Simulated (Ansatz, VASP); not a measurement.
**Nb2B in VASP and in Ansatz**

```xyz
6
Lattice="4.3122 0.0000 0.0000 -2.1561 3.7345 0.0000 0.0000 0.0000 5.1501" Properties=species:S:1:pos:R:3 pbc="T T T"
Nb    0.0000    0.0000    0.0000
Nb    0.0000    0.0000    2.5751
Nb    0.0000    2.4897    3.8626
Nb    2.1561    1.2448    1.2875
B     0.0000    2.4897    1.2875
B     2.1561    1.2448    3.8626
```

Change from the starting cell: species swapped into the In2Bi type (P6_3/mmc, No. 194).

Alike in both runs: task single point; functional PBE; k mesh 6 × 6 × 4; occupations gaussian, width 0.1 eV; no spin polarisation.

```csv
,VASP,Ansatz
version,VASP 6.6.1,Ansatz 0.2.0
potentials or method,"VASP PAW PBE potentials, release 64 (Nb_sv, B), cutoff 520 eV","scalar-relativistic, plane waves, PAW"
valence electrons in the cell,58,58
```

|  | VASP | Ansatz | Ansatz less VASP |
| --- | --- | --- | --- |
| gap on the k mesh at the Fermi level (eV) | none | none | - |
| pressure (GPa) | 0.6 | 0.9 | +0.31 |

A gap of «none» marks a metal or a gap that the smearing closes.
